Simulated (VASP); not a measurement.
SiC, 2 atoms in the cell. Symmetry: Imm2, No. 44, orthorhombic system. Conventional cell: a = 3.050 Å, b = 3.080 Å, c = 4.380 Å, α = 90.00°, β = 90.00°, γ = 90.00°. Si (site symmetry mm2) has 4 C at 1.88 to 1.89 Å within 2.5 Å. Within 2.5 Å of C (site symmetry mm2) lie 4 Si at 1.88 to 1.89 Å.  This cell differs from its parent crystal: strained cell.

- Program: VASP 6.6.1
- Task: relaxation of the atoms
- Functional: PBEsol
- Potentials or basis: VASP PAW PBE potentials, release 64 (Si, C)
- Cutoff: 520 eV
- k mesh: 10 × 10 × 10
- Occupations: gaussian, width 0.02 eV
- Spin: no spin polarisation
- Dipole correction: no
- Further INCAR settings: ALGO = Normal; EDIFF = 1e-07; IBRION = 2; EDIFFG = -0.002; NSW = 60

Potentials or basis: VASP PAW PBE potentials, release 64 (Si, C).

The run is started by

```sh
$ cat potpaw_PBE.64/Si/POTCAR potpaw_PBE.64/C/POTCAR > POTCAR
$ mpirun -np 1 vasp_std > vasp.out
```

Hardware: 1 thread of Oxide Virtual Turin-like Processor, with other jobs on the host.

Q: Estimate the wall time of this run.

A: Run time: 59 s on 1 thread of Oxide Virtual Turin-like Processor (shared host), peak memory 0.12 GiB. Counts: scf iterations 22, k points 171, ion steps 3.
